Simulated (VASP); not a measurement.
# Si (P6_3/mmc) in VASP: a series of runs

Si is run at these levels: RPBE; tasks: single point.

Program: VASP 6.6.1. These are calculated values, not measurements. Logs are shortened: lines on timing, memory, paths and dates and some standing lists are left out, and cuts for length are marked.

### 1 The cell of the first run

Symmetry: P6_3/mmc, No. 194, hexagonal system. The conventional cell has a = 2.748 Å, b = 2.748 Å, c = 4.633 Å, α = 90.00°, β = 90.00°, γ = 120.00°. Within 3.6 Å of Si (site symmetry -6m2) lie 12 Si at 2.75 to 2.81 Å.

### 2 Single point, RPBE (volume scaled by 1.04)

INCAR reads:

```
SYSTEM = Si
  PREC = Accurate
  ENCUT = 520
  EDIFF = 1E-7
  ISMEAR = -1
  SIGMA = 0.1
  LREAL = .False.
  LASPH = .True.
  NELM = 80
  ALGO = Normal
  ISIF = 2
  LWAVE = .False.
  LCHARG = .False.
  GGA = RP
  NBANDS = 11
```

KPOINTS reads:

```
regular mesh
0
Gamma
  15 15 8
  0 0 0
```

POSCAR reads:

```
Si
1.0
    2.7481213972      0.0000000000      0.0000000000
   -1.3740606986      2.3799429427      0.0000000000
    0.0000000000      0.0000000000      4.6329388126
Si
2
Direct
    0.3333333333      0.6666666667      0.2500000000
    0.6666666667      0.3333333333      0.7500000000
```

Potentials or basis: VASP PAW PBE potentials, release 64 (Si).

Started as:

```bash
$ cat potpaw_PBE.64/Si/POTCAR > POTCAR
$ mpirun -np 1 vasp_std > vasp.out
```

OUTCAR:

```text
SYSTEM = Si
   PREC = Accurate
   ENCUT = 520
   EDIFF = 1E-7
   ISMEAR = -1
   LREAL = .False.
   LASPH = .True.
   NELM = 80
   ISIF = 2
   GGA = RP

 ion  position               nearest neighbor table
   1  0.333  0.667  0.250-   2 2.81   2 2.81   2 2.81   2 2.81   2 2.81   2 2.81
   2  0.667  0.333  0.750-   1 2.81   1 2.81   1 2.81   1 2.81   1 2.81   1 2.81

  LATTYP: Found a hexagonal cell.
 ALAT       =     2.7481213972
 C/A-ratio  =     1.6858566792

  Lattice vectors:

 A1 = (   2.7481213972,   0.0000000000,   0.0000000000)
 A2 = (  -1.3740606986,   2.3799429427,   0.0000000000)
 A3 = (   0.0000000000,   0.0000000000,   4.6329388126)

Analysis of symmetry for initial positions (statically):
=====================================================================
 Subroutine PRICEL returns:
 Original cell was already a primitive cell.

 Routine SETGRP: Setting up the symmetry group for a
 hexagonal supercell.

 Subroutine GETGRP returns: Found 24 space group operations
 (whereof 12 operations were pure point group operations)
 out of a pool of 24 trial point group operations.

The static configuration has the point symmetry D_3d.
 The point group associated with its full space group is D_6h.

Analysis of symmetry for dynamics (positions and initial velocities):
=====================================================================
 Subroutine PRICEL returns:
 Original cell was already a primitive cell.

 Routine SETGRP: Setting up the symmetry group for a
 hexagonal supercell.

 Subroutine GETGRP returns: Found 24 space group operations
 (whereof 12 operations were pure point group operations)
 out of a pool of 24 trial point group operations.

The dynamic configuration has the point symmetry D_3d.
 The point group associated with its full space group is D_6h.

 Subroutine INISYM returns: Found 24 space group operations
 (whereof 12 operations are pure point group operations),
 and found     1 'primitive' translations

----------------------------------------------------------------------------------------

                                     Primitive cell

  volume of cell :      30.3011

  direct lattice vectors                    reciprocal lattice vectors
     2.748121397  0.000000000  0.000000000     0.363884944  0.210089070  0.000000000
    -1.374060699  2.379942943  0.000000000     0.000000000  0.420178140  0.000000000
     0.000000000  0.000000000  4.632938813     0.000000000  0.000000000  0.215845717

  length of vectors
     2.748121397  2.748121397  4.632938813     0.420178140  0.420178140  0.215845717

  position of ions in fractional coordinates (direct lattice)
     0.333333333  0.666666667  0.250000000
     0.666666667  0.333333333  0.750000000

  ion indices of the primitive-cell ions
   primitive index   ion index
                 1           1
                 2           2

----------------------------------------------------------------------------------------

 KPOINTS: regular mesh

Automatic generation of k-mesh.
 Grid dimensions read from file:
 generate k-points for:   15   15    8

 Generating k-lattice:

  Cartesian coordinates                     Fractional coordinates (reciprocal lattice)
     0.024258996  0.014005938  0.000000000     0.066666667  0.000000000  0.000000000
     0.000000000  0.028011876  0.000000000     0.000000000  0.066666667  0.000000000
     0.000000000  0.000000000  0.026980715     0.000000000  0.000000000  0.125000000

  Length of vectors
     0.028011876  0.028011876  0.026980715

  Shift w.r.t. Gamma in fractional coordinates (k-lattice)
     0.000000000  0.000000000  0.000000000

 Subroutine IBZKPT returns following result:
 ===========================================

 Found    135 irreducible k-points:

 Following reciprocal coordinates:
            Coordinates               Weight
  0.000000  0.000000  0.000000      1.000000
  0.066667  0.000000  0.000000      6.000000
  0.133333  0.000000  0.000000      6.000000
  0.200000  0.000000  0.000000      6.000000
  0.266667  0.000000  0.000000      6.000000
  0.333333  0.000000  0.000000      6.000000
[... 16 lines left out ...]
  0.333333  0.200000  0.000000     12.000000
  0.400000  0.200000  0.000000      6.000000
 [... further k-points ...]
   k-points           NKPTS =    135   k-points in BZ     NKDIM =    135   number of bands    NBANDS=     11
   number of dos      NEDOS =    301   number of ions     NIONS =      2
   total plane-waves  NPLWV =  14400
   dimension x,y,z NGX =    20 NGY =   20 NGZ =   36
   dimension x,y,z NGXF=    40 NGYF=   40 NGZF=   72
   ions per type =               2
   NGX,Y,Z   is equivalent  to a cutoff of  12.10, 12.10, 12.92 a.u.
   NGXF,Y,Z  is equivalent  to a cutoff of  24.20, 24.20, 25.84 a.u.
 SYSTEM =  Si
   PREC   = accura    normal or accurate (medium, high low for compatibility)
   ISTART =      0    job   : 0-new  1-cont  2-samecut
   ICHARG =      2    charge: 1-file 2-atom 10-const
   ISPIN  =      1    spin polarized calculation?
   LNONCOLLINEAR =      F non collinear calculations
   LSORBIT =      F    spin-orbit coupling
   LASPH  =      T    aspherical Exc in radial PAW
   ENCUT  =  520.0 eV  38.22 Ry    6.18 a.u.   5.11  5.11  8.61*2*pi/ulx,y,z
   NELM   =     80;   NELMIN=  2; NELMDL= -5     # of ELM steps
   EDIFF  = 0.1E-06   stopping-criterion for ELM
   LREAL  =      F    real-space projection
   EDIFFG = 0.1E-05   stopping-criterion for IOM
   NSW    =      0    number of steps for IOM
   IBRION =     -1    ionic relax: 0-MD 1-quasi-New 2-CG
   NFREE  =      0    steps in history (QN), initial steepest desc. (CG)
   ISIF   =      2    stress and relaxation
   ISYM   =      2    0-nonsym 1-usesym 2-fastsym
   POTIM  = 0.5000    time-step for ionic-motion
   TEBEG  =    0.0;   TEEND  =   0.0 temperature during run
   PSTRESS=    0.0 pullay stress
   NELECT =       8.0000    total number of electrons
   NUPDOWN=      -1.0000    fix difference up-down
   EMIN   =  10.00;   EMAX   =-10.00  energy-range for DOS
   EFERMI =   0.00;   METHOD = LEGACY
   ISMEAR =    -1;   SIGMA  =   0.10  broadening in eV -4-tet -1-fermi 0-gaus
   EFERMI_NEDOS =   21; number of points for ismear=-14 and -15
   IALGO  =     38    algorithm
   IMIX   =      4    mixing-type and parameters
     AMIX     =   0.40;   BMIX     =  1.00
     AMIX_MAG =   1.60;   BMIX_MAG =  1.00
  volume/ion in A,a.u.               =      15.15       102.24
  Fermi-wavevector in a.u.,A,eV,Ry     =   1.050232  1.984650 15.007046  1.102987
  Thomas-Fermi vector in A             =   2.185227
   LORBIT       =      0    0 simple, 1 ext, 2 COOP (PROOUT), +10 PAW based schemes
   GGA     = RP    functional components
   LHFCALC =     F    Hartree Fock is set to
   AEXX    =    0.0000 exact exchange contribution
   IVDW    =     0    specifies the selected vdW correction
   LEPSILON=     F    determine dielectric tensor
   LRPA    =     F    only Hartree local field effects (RPA)
 non-spin polarized calculation
  energy-cutoff  :      520.00
  volume of cell :       30.30
 maximum number of plane-waves:       833
   NGX = 11   NGY = 11   NGZ = 17

 number of electron       7.9999999 magnetization

 Free energy of the ion-electron system (eV)
  ---------------------------------------------------
  ext. energy  EPLUGINS =         0.00000000
  ---------------------------------------------------
  free energy    TOTEN  =        -9.24587574 eV

  energy without entropy =       -9.21726271  energy(sigma->0) =       -9.23156922

 E-fermi :   9.6513     XC(G=0): -10.9980

 val. band max:        9.6494978245   @ k =   0.2000   0.1333   0.2500
 cond. band min:       9.6550400630   @ k =   0.4000   0.1333   0.0000
 fundamental gap:      0.0055422386
 Fermi energy:         9.6513056889

 k-point     1 :       0.0000    0.0000    0.0000
  band No.  band energies     occupation
      1      -4.3923      2.00000
      2       1.7424      2.00000
      3       2.8511      2.00000
      4      17.9806      0.00000
      5      17.9806      0.00000
      6      19.3737      0.00000
      7      19.3737      0.00000
      8      19.7015      0.00000
      9      20.4205      0.00000
     10      22.2447      0.00000
     11      22.9370      0.00000

 k-point     2 :       0.0667    0.0000    0.0000
  band No.  band energies     occupation
      1      -4.2783      2.00000
      2       1.8552      2.00000
      3       2.9590      2.00000
      4      16.4042      0.00000
      5      17.1752      0.00000
      6      18.9319      0.00000
      7      19.6457      0.00000
      8      20.1478      0.00000
      9      21.1504      0.00000
     10      21.4704      0.00000
     11      22.3228      0.00000

 k-point     3 :       0.1333    0.0000    0.0000
  band No.  band energies     occupation
      1      -3.9366      2.00000
      2       2.1929      2.00000
      3       3.2822      2.00000
      4      13.9100      0.00000
      5      16.0725      0.00000
      6      18.0023      0.00000
      7      19.2215      0.00000
      8      19.3330      0.00000
      9      20.2948      0.00000
     10      21.8267      0.00000
     11      22.2501      0.00000

 k-point     4 :       0.2000    0.0000    0.0000
  band No.  band energies     occupation
      1      -3.3686      2.00000
      2       2.7536      2.00000
      3       3.8196      2.00000
      4      11.3896      0.00000
      5      15.1055      0.00000
      6      16.6319      0.00000
      7      17.5270      0.00000
      8      17.7854      0.00000
      9      19.6066      0.00000
     10      21.5242      0.00000
     11      22.1340      0.00000

 k-point     5 :       0.2667    0.0000    0.0000
  band No.  band energies     occupation
      1      -2.5763      2.00000
      2       3.5340      2.00000
      3       4.5689      2.00000
      4       8.9851      1.99745
      5      14.3198      0.00000
      6      14.5663      0.00000
      7      15.7401      0.00000
      8      16.5907      0.00000
      9      18.9353      0.00000
     10      21.5101      0.00000
     11      21.8792      0.00000
[... 211 lines left out ...]
 k-point    21 :       0.2000    0.2000    0.0000
  band No.  band energies     occupation
      1      -1.3383      2.00000
      2       4.7496      2.00000
      3       5.7375      2.00000
      4       8.2558      2.00000
      5       8.9084      1.99881
      6      14.1047      0.00000
      7      14.2466      0.00000
      8      14.5091      0.00000
      9      16.9298      0.00000
     10      22.1623      0.00000
     11      22.9941      0.00000

 k-point    22 :       0.2667    0.2000    0.0000
  band No.  band energies     occupation
      1      -0.2218      2.00000
      2       5.8402      2.00000
      3       6.3769      2.00000
      4       6.7821      2.00000
      5       8.1182      2.00000
      6      12.1743      0.00000
      7      12.9942      0.00000
      8      13.6863      0.00000
      9      15.8588      0.00000
     10      22.1128      0.00000
     11      24.0797      0.00000

 k-point    23 :       0.3333    0.2000    0.0000
  band No.  band energies     occupation
      1       1.0998      2.00000
      2       4.4604      2.00000
      3       7.1399      2.00000
      4       7.7709      2.00000
      5       7.9807      2.00000
      6      10.3271      0.00232
      7      11.3809      0.00000
      8      13.3856      0.00000
      9      15.3357      0.00000
     10      21.8834      0.00000
     11      24.9714      0.00000

 k-point    24 :       0.4000    0.2000    0.0000
  band No.  band energies     occupation
      1       2.3526      2.00000
      2       3.0064      2.00000
      3       7.6539      2.00000
      4       8.5247      1.99997
      5       8.7613      1.99973
      6       8.8852      1.99906
      7      10.3197      0.00250
      8      13.2852      0.00000
      9      15.1781      0.00000
     10      21.8009      0.00000
     11      25.5333      0.00000

 [... further k-points ...]

------------------------ aborting loop because EDIFF is reached ----------------------------------------

  FORCE on cell =-STRESS in cart. coord.  units (eV):
  Direction    XX          YY          ZZ          XY          YZ          ZX
  --------------------------------------------------------------------------------------
  -------------------------------------------------------------------------------------
  Total       -0.7701314     -0.7701314     -0.5062533      0.0000000      0.0000000      0.0000000
  in kB      -40.7208101    -40.7208101    -26.7682147      0.0000000      0.0000000      0.0000000
  external PRESSURE =     -36.0699450 kB  Pullay stress =       0.0000000 kB

 VOLUME and BASIS-vectors are now :
 -----------------------------------------------------------------------------
  energy-cutoff  :      520.00
  volume of cell :       30.30
      direct lattice vectors                 reciprocal lattice vectors
     2.748121397  0.000000000  0.000000000     0.363884944  0.210089070  0.000000000
    -1.374060699  2.379942943  0.000000000     0.000000000  0.420178140  0.000000000
     0.000000000  0.000000000  4.632938813     0.000000000  0.000000000  0.215845717

 POSITION                                       TOTAL-FORCE (eV/Angst)
 -----------------------------------------------------------------------------------
     -0.00000      1.58663      1.15823         0.000000     -0.000000      0.000000
      1.37406      0.79331      3.47470        -0.000000      0.000000      0.000000
 -----------------------------------------------------------------------------------
    total drift:                               -0.000000      0.000000     -0.000000

  FREE ENERGIE OF THE ION-ELECTRON SYSTEM (eV)
  ---------------------------------------------------
  free  energy   TOTEN  =        -9.2458757381 eV

  energy  without entropy=       -9.2172627068  energy(sigma->0) =       -9.23156922
```

It took 30 s on 1 thread of AMD EPYC 9R45 (Zen 5), shared host; peak memory 0.12 GiB.

Results:

```
Free energy            : -9.2459 eV
Pressure               : -3.6 GPa
Band gap on the k mesh : zero (band 4 reaches 17.98 eV, above the bottom of band 5 at 6.23 eV)
```

Stress tensor (GPa, compression positive):
```
-4.07  0.00  0.00
 0.00 -4.07  0.00
 0.00  0.00 -2.68
```

Levels at points of the mesh, in eV from the Fermi level:
| k point | band 1 | band 2 | band 3 | band 4 | band 5 | band 6 | band 7 | band 8 |
| --- | --- | --- | --- | --- | --- | --- | --- | --- |
| (0.00, 0.00, 0.00) | -14.04 | -7.91 | -6.80 | 8.33 | 8.33 | 9.72 | 9.72 | 10.05 |
| (0.00, 0.00, 0.50) | -12.36 | -12.36 | 0.67 | 0.67 | 9.56 | 9.56 | 9.56 | 9.56 |

Caveat: the PAW data sets were made with another functional, which shifts forces and pressure a little.

### 3 Single point, RPBE (volume scaled by 1.08)

INCAR reads:

```
SYSTEM = Si
ALGO = Normal ; EDIFF = 1E-6
ENCUT = 520 ; GGA = RP
ISIF = 2 ; ISMEAR = -1
LASPH = .True. ; LCHARG = .False.
LREAL = .False. ; LWAVE = .False.
NBANDS = 11 ; NELM = 60
PREC = Accurate ; SIGMA = 0.1
```

KPOINTS reads:

```
k-points
0
Gamma
  15 15 8
  0 0 0
```

POSCAR reads:

```
Si
1.0
    2.7829114373      0.0000000000      0.0000000000
   -1.3914557187      2.4100720012      0.0000000000
    0.0000000000      0.0000000000      4.6915898340
Si
2
Direct
    0.3333333333      0.6666666667      0.2500000000
    0.6666666667      0.3333333333      0.7500000000
```

Potentials or basis: VASP PAW PBE potentials, release 64 (Si).

Started as:

```bash
$ cat potpaw_PBE.64/Si/POTCAR > POTCAR
$ mpirun -np 1 vasp_std > vasp.out
```

OUTCAR:

```text
SYSTEM = Si
   EDIFF = 1E-6
   ENCUT = 520
   GGA = RP
   ISIF = 2
   ISMEAR = -1
   LASPH = .True.
   LREAL = .False.
   NELM = 60
   PREC = Accurate

 ion  position               nearest neighbor table
   1  0.333  0.667  0.250-   2 2.84   2 2.84   2 2.84   2 2.84   2 2.84   2 2.84
   2  0.667  0.333  0.750-   1 2.84   1 2.84   1 2.84   1 2.84   1 2.84   1 2.84

  LATTYP: Found a hexagonal cell.
 ALAT       =     2.7829114373
 C/A-ratio  =     1.6858566791

  Lattice vectors:

[... 525 lines left out ...]
------------------------ aborting loop because EDIFF is reached ----------------------------------------

  FORCE on cell =-STRESS in cart. coord.  units (eV):
  Direction    XX          YY          ZZ          XY          YZ          ZX
  --------------------------------------------------------------------------------------
  -------------------------------------------------------------------------------------
  Total       -1.2666717     -1.2666717     -0.9717469      0.0000000     -0.0000000      0.0000000
  in kB      -64.4948736    -64.4948736    -49.4782472      0.0000000     -0.0000000      0.0000000
  external PRESSURE =     -59.4893315 kB  Pullay stress =       0.0000000 kB

 VOLUME and BASIS-vectors are now :
 -----------------------------------------------------------------------------
  energy-cutoff  :      520.00
  volume of cell :       31.47
      direct lattice vectors                 reciprocal lattice vectors
     2.782911437  0.000000000  0.000000000     0.359335905  0.207462682  0.000000000
    -1.391455719  2.410072001  0.000000000     0.000000000  0.414925363  0.000000000
     0.000000000  0.000000000  4.691589834     0.000000000  0.000000000  0.213147363

 POSITION                                       TOTAL-FORCE (eV/Angst)
 -----------------------------------------------------------------------------------
     -0.00000      1.60671      1.17290        -0.000000     -0.000000      0.000000
      1.39146      0.80336      3.51869         0.000000      0.000000      0.000000
 -----------------------------------------------------------------------------------
    total drift:                                0.000000     -0.000000      0.000000

  FREE ENERGIE OF THE ION-ELECTRON SYSTEM (eV)
  ---------------------------------------------------
  free  energy   TOTEN  =        -9.2109428464 eV

  energy  without entropy=       -9.1812022704  energy(sigma->0) =       -9.19607256
```

It took 36 s on 1 thread of AMD EPYC 9R45 (Zen 5), shared host; peak memory 0.13 GiB.

Results:

```yaml
Free_energy: -9.2109 eV
Pressure: -5.9 GPa
Band_gap_on_the_k_mesh: zero (band 4 reaches 17.20 eV, above the bottom of band 5 at 5.79 eV)
```

Stress tensor (GPa, compression positive):
```
-6.45  0.00  0.00
 0.00 -6.45  0.00
 0.00  0.00 -4.95
```

Levels at points of the mesh, in eV from the Fermi level:
| k point | band 2 | band 3 | band 4 | band 5 | band 6 | band 7 |
| --- | --- | --- | --- | --- | --- | --- |
| (0.00, 0.00, 0.00) | -7.79 | -6.54 | 8.04 | 8.04 | 9.48 | 9.48 |
| (0.00, 0.00, 0.50) | -12.06 | 0.67 | 0.67 | 9.21 | 9.21 | 9.21 |

Caveat: the PAW data sets were made with another functional, which shifts forces and pressure a little.
